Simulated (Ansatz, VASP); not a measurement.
## Two plane-wave programs on BN

```
N B
1.0
     2.50519    0.00000    0.00000
    -0.62755    3.51147    0.00000
     0.00000    0.00000   26.01190
N B
6 6
Cartesian
  1.8796 3.0641 7.5000
  0.6295 2.3930 9.5647
  1.8846 1.7219 11.6293
  0.6345 1.0508 13.6940
  1.8896 0.3796 15.7586
  0.0119 3.2200 17.8233
  0.6271 2.8403 8.1886
  1.8822 2.1692 10.2533
  0.6321 1.4980 12.3179
  1.8872 0.8269 14.3826
  0.6371 0.1558 16.4472
  1.2647 2.9962 18.5119
```

Alike in both runs: task single point; functional PBE; dispersion D3(BJ); k mesh 11 × 8 × 1; occupations gaussian, width 0.05 eV; no spin polarisation.

```csv
,VASP,Ansatz
version,VASP 6.6.1,Ansatz 0.2.0
potentials or method,"VASP PAW PBE potentials, release 64 (N, B), cutoff 520 eV","scalar-relativistic, plane waves, PAW"
valence electrons in the cell,48,48
```

```csv
,VASP,Ansatz,Ansatz less VASP
gap on the k mesh at the Fermi level (eV),none,none,-
rms of the force components (eV/Å),0.668,0.669,+0.0001
```

A gap of «none» marks a metal or a gap that the smearing closes. Ansatz's warnings: xc potential rough in thin density.
